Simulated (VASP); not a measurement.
Crystal: GaN.

```xyz
2
Lattice="0.0000 2.2491 2.2491 2.2491 0.0000 2.2491 2.2491 2.2491 0.0000" Properties=species:S:1:pos:R:3 pbc="T T T"
Ga    0.0000    0.0000    0.0000
N     1.1245    1.1245    1.1245
```

Base run:

* Program: VASP 6.6.1
* Functional: r2SCAN
* Potentials or basis: VASP PAW PBE potentials, release 64 (Ga_d, N)
* Cutoff: 660 eV
* k mesh: 9 × 9 × 9
* Occupations: fermi-dirac, width 0.05 eV
* Spin: no spin polarisation

Its results: band gap on the k mesh 2.16 eV; pressure 1.2 GPa.

The run is repeated on the same cell with these changes: functional from r2SCAN to PBEsol; cutoff from 660 eV to 600 eV. What comes out?

Band gap on the k mesh 1.72 eV; pressure -0.4 GPa.

Caveats: the PAW data sets were made with another functional, which shifts forces and pressure a little.

